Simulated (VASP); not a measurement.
# Ge4Pd (P4/mmm) in VASP: notebook, part 2 of 2

VASP 6.6.1. The steps go on from the part before.

## 4. Relaxation of cell and atoms, PBE

This run uses another cell than the first one, of 20.36 Å³/atom.

The input, INCAR:

```
SYSTEM = Ge4Pd
ALGO = Normal
EDIFF = 1E-7
EDIFFG = -0.04
ENCUT = 600
GGA = PE
IBRION = 2
ISIF = 3
ISMEAR = 0
LASPH = .TRUE.
LCHARG = .FALSE.
LREAL = .FALSE.
LWAVE = .FALSE.
NELM = 60
NSW = 90
PREC = Accurate
SIGMA = 0.1
```

The input, KPOINTS:

```
k-points
0
G
  4 4 4
  0 0 0
```

The input, POSCAR:

```
Ge4Pd
1.0
    3.7916583900      0.0000000000      0.0000000000
    0.0000000000      3.7916583900      0.0000000000
    0.0000000000      0.0000000000      7.0803910100
Ge Pd
4 1
Direct
    0.0000000000      0.5000000000      0.8519406900
    0.5000000000      0.0000000000      0.8519406900
    0.0000000000      0.5000000000      0.1480593100
    0.5000000000      0.0000000000      0.1480593100
    0.0000000000      0.0000000000      0.0000000000
```

Potentials or basis: VASP PAW PBE potentials, release 64 (Ge_d, Pd).

The run is started by

```bash
> cat potpaw_PBE.64/Ge_d/POTCAR potpaw_PBE.64/Pd/POTCAR > POTCAR
> mpirun -np 1 vasp_std > vasp.out
```

OUTCAR:

```text
SYSTEM = Ge4Pd
   EDIFF = 1E-7
   EDIFFG = -0.04
   ENCUT = 600
   GGA = PE
   IBRION = 2
   ISIF = 3
   ISMEAR = 0
   LASPH = .TRUE.
   LREAL = .FALSE.
   NELM = 60
   NSW = 90
   PREC = Accurate

 ion  position               nearest neighbor table
   1  0.000  0.500  0.852-   3 2.10   5 2.17   5 2.17   2 2.68   2 2.68   2 2.68   2 2.68
   2  0.500  0.000  0.852-   4 2.10   5 2.17   5 2.17   1 2.68   1 2.68   1 2.68   1 2.68
   3  0.000  0.500  0.148-   1 2.10   5 2.17   5 2.17   4 2.68   4 2.68   4 2.68   4 2.68
   4  0.500  0.000  0.148-   2 2.10   5 2.17   5 2.17   3 2.68   3 2.68   3 2.68   3 2.68
   5  0.000  0.000  0.000-   1 2.17   2 2.17   3 2.17   4 2.17   1 2.17   3 2.17   2 2.17   4 2.17

  LATTYP: Found a simple tetragonal cell.
 ALAT       =     3.7916583900
 C/A-ratio  =     1.8673599469

  Lattice vectors:

 A1 = (   3.7916583900,   0.0000000000,   0.0000000000)
 A2 = (   0.0000000000,   3.7916583900,   0.0000000000)
 A3 = (   0.0000000000,   0.0000000000,   7.0803910100)

Analysis of symmetry for initial positions (statically):
=====================================================================
 Subroutine PRICEL returns:
 Original cell was already a primitive cell.

 Routine SETGRP: Setting up the symmetry group for a
 simple tetragonal supercell.

 Subroutine GETGRP returns: Found 16 space group operations
 (whereof 16 operations were pure point group operations)
 out of a pool of 16 trial point group operations.

The static configuration has the point symmetry D_4h.

Analysis of symmetry for dynamics (positions and initial velocities):
=====================================================================
 Subroutine PRICEL returns:
 Original cell was already a primitive cell.

 Routine SETGRP: Setting up the symmetry group for a
 simple tetragonal supercell.

 Subroutine GETGRP returns: Found 16 space group operations
 (whereof 16 operations were pure point group operations)
 out of a pool of 16 trial point group operations.
[... 111 lines left out ...]
   NELECT =      66.0000    total number of electrons
   NUPDOWN=      -1.0000    fix difference up-down
   EMIN   =  10.00;   EMAX   =-10.00  energy-range for DOS
   EFERMI =   0.00;   METHOD = LEGACY
   ISMEAR =     0;   SIGMA  =   0.10  broadening in eV -4-tet -1-fermi 0-gaus
   EFERMI_NEDOS =   21; number of points for ismear=-14 and -15
   IALGO  =     38    algorithm
   IMIX   =      4    mixing-type and parameters
     AMIX     =   0.40;   BMIX     =  1.00
     AMIX_MAG =   1.60;   BMIX_MAG =  1.00
  volume/ion in A,a.u.               =      20.36       137.39
  Fermi-wavevector in a.u.,A,eV,Ry     =   1.416938  2.677625 27.316608  2.007714
  Thomas-Fermi vector in A             =   2.538221
   LORBIT       =      0    0 simple, 1 ext, 2 COOP (PROOUT), +10 PAW based schemes
   GGA     = PE    functional components
   LHFCALC =     F    Hartree Fock is set to
   AEXX    =    0.0000 exact exchange contribution
   IVDW    =     0    specifies the selected vdW correction
   LEPSILON=     F    determine dielectric tensor
   LRPA    =     F    only Hartree local field effects (RPA)
 conjugate gradient relaxation of ions
 non-spin polarized calculation
 Gauss-broadening in eV      SIGMA  =   0.10
  energy-cutoff  :      600.00
  volume of cell :      101.79
 maximum number of plane-waves:      3416
   NGX = 15   NGY = 15   NGZ = 29

--------------------------------------- Ionic step        1  -------------------------------------------

 number of electron      65.9999954 magnetization

 Free energy of the ion-electron system (eV)
  ---------------------------------------------------
  ext. energy  EPLUGINS =         0.00000000
  ---------------------------------------------------
  free energy    TOTEN  =       -10.38123670 eV

  energy without entropy =      -10.37150656  energy(sigma->0) =      -10.37637163

------------------------ aborting loop because EDIFF is reached ----------------------------------------

  FORCE on cell =-STRESS in cart. coord.  units (eV):
  Direction    XX          YY          ZZ          XY          YZ          ZX
  --------------------------------------------------------------------------------------
  -------------------------------------------------------------------------------------
  Total       47.5518052     47.5518052     52.4968061      0.0000000      0.0000000      0.0000000
  in kB      748.4485372    748.4485372    826.2810967      0.0000000      0.0000000      0.0000000
  external PRESSURE =     774.3927237 kB  Pullay stress =       0.0000000 kB
[... 3153 lines left out ...]
     38      21.5397      0.00000
     39      23.2559      0.00000

[... ionic steps 4 to 58 ...]

--------------------------------------- Ionic step       59  -------------------------------------------

 number of electron      65.9999954 magnetization

------------------------ aborting loop because EDIFF is reached ----------------------------------------
[... 73 lines left out ...]
--------------------------------------- Ionic step       61  -------------------------------------------

 number of electron      65.9999950 magnetization

 Free energy of the ion-electron system (eV)
  ---------------------------------------------------
  ext. energy  EPLUGINS =         0.00000000
  ---------------------------------------------------
  free energy    TOTEN  =       -23.17732125 eV

  energy without entropy =      -23.16834456  energy(sigma->0) =      -23.17283290

 E-fermi :   6.3647     XC(G=0): -11.0000

 val. band max:        6.3041163136   @ k =   0.2500   0.2500   0.2500
 cond. band min:       6.3901145491   @ k =   0.5000   0.2500   0.0000
 fundamental gap:      0.0859982356
 Fermi energy:         6.3646618573
[... 786 lines left out ...]
  FREE ENERGIE OF THE ION-ELECTRON SYSTEM (eV)
  ---------------------------------------------------
  free  energy   TOTEN  =       -23.1773212491 eV

  energy  without entropy=      -23.1683445588  energy(sigma->0) =      -23.17283290

 reached required accuracy - stopping structural energy minimisation
```

OSZICAR:

```text
N       E                     dE             d eps       ncg     rms          rms(c)
DAV:   1     0.801262920840E+03    0.80126E+03   -0.34801E+04  1727   0.498E+03
DAV:   2     0.133979402617E+03   -0.66728E+03   -0.64520E+03  1404   0.118E+03
[... 660 lines left out ...]
DAV:  12    -0.223652612869E+02    0.47838E-06   -0.76487E-07  1662   0.120E-02    0.727E-04
DAV:  13    -0.223652613018E+02   -0.14932E-07   -0.63029E-08   827   0.234E-03
  49 F= -.22365261E+02 E0= -.22360179E+02  d E =0.816710E-01
       N       E                     dE             d eps       ncg     rms          rms(c)
DAV:   1    -0.315343283410E+02   -0.91691E+01   -0.44450E+02  1574   0.148E+02    0.230E+01
DAV:   2    -0.251150192468E+02    0.64193E+01   -0.44874E+01  1720   0.649E+01    0.134E+01
DAV:   3    -0.220118770107E+02    0.31031E+01   -0.66705E+00  1999   0.299E+01    0.770E+00
DAV:
```

Wall time 31 min (1 thread of Intel Xeon 6975P-C (Granite Rapids), shared host); peak memory 0.28 GiB.

Results:

```yaml
Free_energy: -23.1773 eV
Relaxed_volume: 19.62 Å³/atom
Relaxed_cell: a = 4.075 Å, b = 4.075 Å, c = 5.906 Å, α = 90.00°, β = 90.00°, γ = 90.00°
Space_group_after_relaxing_to_0.1_Å: P4/mmm (No. 123)
Pressure_after_relaxing: 0.0 GPa
Largest_force_after_relaxing: 0.026 eV/Å
Band_gap_on_the_k_mesh: zero (bands 33 and 34 overlap by 3.11 eV)
```

Forces in eV/Å, atoms in the order of the input:
```
Ge   0.000  0.000 -0.026
Ge   0.000  0.000 -0.026
Ge   0.000  0.000  0.026
Ge   0.000  0.000  0.026
Pd   0.000  0.000  0.000
```

Final structure:
```
CELL_PARAMETERS angstrom
4.07495 0.00000 0.00000
0.00000 4.07495 0.00000
0.00000 0.00000 5.90639
ATOMIC_POSITIONS crystal
Ge 0.00000 0.50000 0.71961
Ge 0.50000 0.00000 0.71961
Ge 0.00000 0.50000 0.28039
Ge 0.50000 0.00000 0.28039
Pd 0.00000 0.00000 0.00000
```

Caveat: the k points lie up to 0.39 Å⁻¹ apart in the final cell, too coarse for converged energies and pressures of a metal; a cell axis changed by over 15 % at a fixed basis, so the end point is rough.

## 5. Single point, PBE

This run uses another cell than the first one, of 19.59 Å³/atom.

The input, INCAR:

```
SYSTEM = Ge4Pd
PREC     = Accurate       ! precision mode
ENCUT    = 520            ! plane-wave cutoff, eV
EDIFF    = 1E-7           ! SCF threshold, eV
ISMEAR   = 0              ! smearing method
SIGMA    = 0.1            ! smearing width, eV
LREAL    = .FALSE.        ! projectors in reciprocal space
LASPH    = .TRUE.         ! aspherical terms in the spheres
NELM     = 100            ! most SCF steps
ALGO     = Normal         ! electronic algorithm
ISIF     = 2              ! what is computed and relaxed
LWAVE    = .FALSE.        ! write WAVECAR
LCHARG   = .TRUE.         ! write CHGCAR
GGA      = PE             ! functional
LELF     = .TRUE.         ! ELF
LVHAR    = .TRUE.       
NBANDS   = 41             ! bands
```

The input, KPOINTS:

```
Automatic mesh
0
G
  10 10 6
  0 0 0
```

The input, POSCAR:

```
Ge4Pd
1.0
    4.0835980427      0.0000000000      0.0000000000
    0.0000000000      4.0835980427      0.0000000000
    0.0000000000      0.0000000000      5.8744432248
Ge Pd
4 1
Direct
    0.0000000000      0.5000000000      0.7202716897
    0.5000000000      0.0000000000      0.7202716897
    0.0000000000      0.5000000000      0.2797283103
    0.5000000000      0.0000000000      0.2797283103
    0.0000000000      0.0000000000      0.0000000000
```

The run is started by

```bash
> cat potpaw_PBE.64/Ge_d/POTCAR potpaw_PBE.64/Pd/POTCAR > POTCAR
> mpirun -np 1 vasp_std > vasp.out
```

Wall time 2.3 min (1 thread of Intel Xeon 6975P-C (Granite Rapids), shared host); peak memory 0.39 GiB.

Results (log left out):

| Property | Result |
| --- | --- |
| Free energy | -23.2067 eV |
| Pressure | 0.1 GPa |
| Largest force | 0.005 eV/Å |
| Band gap on the k mesh | zero (bands 33 and 34 overlap by 3.17 eV) |

Forces on the atoms (eV/Å):
```
Ge   0.000  0.000 -0.005
Ge   0.000  0.000 -0.005
Ge   0.000  0.000  0.005
Ge   0.000  0.000  0.005
Pd   0.000  0.000  0.000
```

Levels at points of the mesh, in eV from the Fermi level:
| k point | band 29 | band 30 | band 31 | band 32 | band 33 | band 34 | band 35 | band 36 | band 37 | band 38 |
| --- | --- | --- | --- | --- | --- | --- | --- | --- | --- | --- |
| (0.00, 0.00, 0.00) | -3.32 | -2.92 | -2.89 | -2.89 | 1.28 | 1.28 | 2.19 | 3.18 | 4.56 | 4.66 |
| (0.50, 0.00, 0.00) | -3.31 | -3.09 | -2.30 | -0.80 | 0.24 | 0.44 | 1.45 | 2.10 | 2.44 | 3.30 |
| (0.50, 0.50, 0.00) | -2.93 | -2.88 | -2.88 | -2.70 | -2.47 | -1.87 | -1.87 | 2.10 | 3.91 | 7.22 |
| (0.00, 0.00, 0.50) | -2.17 | -1.59 | -1.59 | -0.93 | -0.68 | -0.68 | 0.04 | 2.58 | 3.33 | 4.75 |
| (0.50, 0.00, 0.50) | -3.26 | -0.70 | 0.23 | 0.41 | 0.48 | 0.70 | 1.12 | 1.39 | 1.55 | 1.99 |
| (0.50, 0.50, 0.50) | -3.83 | -3.83 | -3.54 | -2.84 | -1.52 | 2.13 | 2.13 | 2.19 | 2.19 | 5.73 |

## 6. Single point, PBE, collinear spin

The input, INCAR:

```
PREC = Accurate
ENCUT = 520
EDIFF = 1E-6
ISMEAR = 0
SIGMA = 0.1
LREAL = False
LASPH = True
NELM = 150
ALGO = Normal
ISIF = 2
LWAVE = False
LCHARG = False
ISPIN = 2
MAGMOM = 0 0 0 0 1
LORBIT = 11
LMAXMIX = 4
GGA = PE
NBANDS = 45
```

The input, KPOINTS:

```
Automatic mesh
0
Gamma
  4 4 4
```

The input, POSCAR:

```
Ge4Pd
1.0
    4.0221922414      0.0000000000      0.0000000000
    0.0000000000      4.0221922414      0.0000000000
    0.0000000000      0.0000000000      6.0734306436
Ge Pd
4 1
Direct
    0.0000000000      0.5000000000      0.7186959507
    0.5000000000      0.0000000000      0.7186959507
    0.0000000000      0.5000000000      0.2813040493
    0.5000000000      0.0000000000      0.2813040493
    0.0000000000      0.0000000000      0.0000000000
```

Potentials or basis: VASP PAW PBE potentials, release 64 (Ge_d, Pd).

The run is started by

```bash
> cat potpaw_PBE.64/Ge_d/POTCAR potpaw_PBE.64/Pd/POTCAR > POTCAR
> mpirun -np 1 vasp_std > vasp.out
```

Run time: 71 s. Hardware: 1 thread of Intel Xeon 6975P-C (Granite Rapids), shared host; peak memory 0.29 GiB.

The run converged. Its results:

| Item | Value |
| --- | --- |
| Free energy | -23.1722 eV |
| Pressure | -0.1 GPa |
| Largest force | 0.011 eV/Å |
| Band gap on the k mesh | zero (filled and empty bands overlap) |
| Net moment | 0.00 μB per cell |
| Valence electrons inside the program's atomic spheres | Ge 12.22; Pd 9.62 |

Forces on the atoms (eV/Å):
```
Ge   0.000  0.000 -0.011
Ge   0.000  0.000 -0.011
Ge   0.000  0.000  0.011
Ge   0.000  0.000  0.011
Pd   0.000  0.000  0.000
```

Stress tensor (GPa, compression positive):
```
-0.02  0.00  0.00
 0.00 -0.02  0.00
 0.00  0.00 -0.12
```

Levels at points of the mesh, in eV from the Fermi level:
Spin up:
```tsv
k point	band 28	band 29	band 30	band 31	band 32	band 33	band 34	band 35	band 36	band 37
(0.00, 0.00, 0.00)	-3.19	-2.98	-2.73	-2.60	-2.60	1.21	1.21	2.64	3.44	3.79
(0.50, 0.00, 0.00)	-3.17	-3.08	-2.69	-2.22	-0.40	0.70	0.73	1.79	2.14	2.64
(0.50, 0.50, 0.00)	-3.14	-2.66	-2.53	-2.53	-2.52	-2.52	-1.78	-1.78	2.11	4.06
(0.00, 0.00, 0.50)	-2.98	-2.42	-1.40	-1.40	-0.75	-0.52	-0.52	-0.32	2.68	3.52
(0.50, 0.00, 0.50)	-3.38	-2.87	-0.71	0.49	0.72	0.74	0.98	1.03	1.25	1.75
(0.50, 0.50, 0.50)	-4.45	-3.62	-3.62	-3.13	-2.41	-1.48	2.06	2.06	2.14	2.14
```
Spin down:
```
           k point  band 28  band 29  band 30  band 31  band 32  band 33  band 34  band 35  band 36  band 37
(0.00, 0.00, 0.00)    -3.19    -2.98    -2.73    -2.60    -2.60     1.21     1.21     2.64     3.44     3.79
(0.50, 0.00, 0.00)    -3.17    -3.08    -2.69    -2.22    -0.40     0.70     0.73     1.79     2.14     2.64
(0.50, 0.50, 0.00)    -3.14    -2.66    -2.53    -2.53    -2.52    -2.52    -1.78    -1.78     2.11     4.06
(0.00, 0.00, 0.50)    -2.98    -2.42    -1.40    -1.40    -0.75    -0.52    -0.52    -0.32     2.68     3.52
(0.50, 0.00, 0.50)    -3.38    -2.87    -0.71     0.49     0.72     0.74     0.98     1.03     1.25     1.75
(0.50, 0.50, 0.50)    -4.45    -3.62    -3.62    -3.13    -2.41    -1.48     2.06     2.06     2.14     2.14
```

Caveat: the k points lie up to 0.39 Å⁻¹ apart, too coarse for converged energies and pressures of a metal.

## 7. The runs side by side

```tsv
task	spin	cell	k mesh	cutoff (eV)	gap on the mesh (eV)	pressure (GPa)	largest force (eV/Å)
single point	off	a = 4.022, b = 4.022, c = 6.073 Å, 5 atoms, atomic positions A	4 × 4 × 4	520	none	-0.1	0.01
single point	off	a = 3.792, b = 3.792, c = 7.080 Å, 5 atoms, atomic positions B	4 × 4 × 4	520	none	77.4	12.58
relaxation of cell and atoms	off	relaxed from a = 3.792, b = 3.792, c = 7.080 Å, 5 atoms, atomic positions B	4 × 4 × 4	600	none	0.0	0.03
single point	off	a = 4.084, b = 4.084, c = 5.874 Å, 5 atoms, atomic positions C	10 × 10 × 6	520	none	0.1	-
single point	collinear	a = 4.022, b = 4.022, c = 6.073 Å, 5 atoms, atomic positions A	4 × 4 × 4	520	none	-0.1	0.01
```

Alike in all rows: level PBE; potentials or basis VASP PAW PBE potentials, release 64 (Ge_d, Pd); smearing gaussian 0.1 eV.

Caveats: some runs use coarse meshes; forces of over 1 eV/Å act on the atoms, so gaps and moduli don't describe the material at rest (at least some runs); a cell axis changed by over 15 % at a fixed basis, so the end point is rough (at least some runs).

Absolute energies hang on the potentials; compare differences alone.

The gap in the log of VASP goes by the Fermi energy; the results here count the filled bands.